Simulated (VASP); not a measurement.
Input of a VASP 6.6.1 run:

The input INCAR:

```
SYSTEM = SrO
ALGO = Normal
EDIFF = 1E-8
ENCUT = 520
ISIF = 2
ISMEAR = 0
LASPH = .True.
LCALCEPS = .True.
LCHARG = .False.
LMIXTAU = .True.
LREAL = .False.
LWAVE = .False.
METAGGA = R2SCAN
NELM = 100
PREC = Accurate
SIGMA = 0.01
```

The input KPOINTS:

```
k-points
0
Gamma
  8 8 8
  0 0 0
```

POSCAR

```
SrO
1.0
    0.0000000000      2.5798923265      2.5798923265
    2.5798923265      0.0000000000      2.5798923265
    2.5798923265      2.5798923265      0.0000000000
Sr O
1 1
Direct
    0.0000000000      0.0000000000      0.0000000000
    0.5000000000      0.5000000000      0.5000000000
```

Potentials or basis: VASP PAW PBE potentials, release 64 (Sr_sv, O).

The run is started by

```bash
$ cat potpaw_PBE.64/Sr_sv/POTCAR potpaw_PBE.64/O/POTCAR > POTCAR
$ mpirun -np 1 vasp_std > vasp.out
```

(1) Estimate the electronic dielectric tensor (diagonal).

(2) Estimate the Born charges (mean of the diagonal).

(3) What does it give for the band gap on the k mesh?

Answers

(1) 3.52.

(2) Sr +2.41; O -2.41 e.

(3) 3.75 eV (least direct gap 3.84 eV).
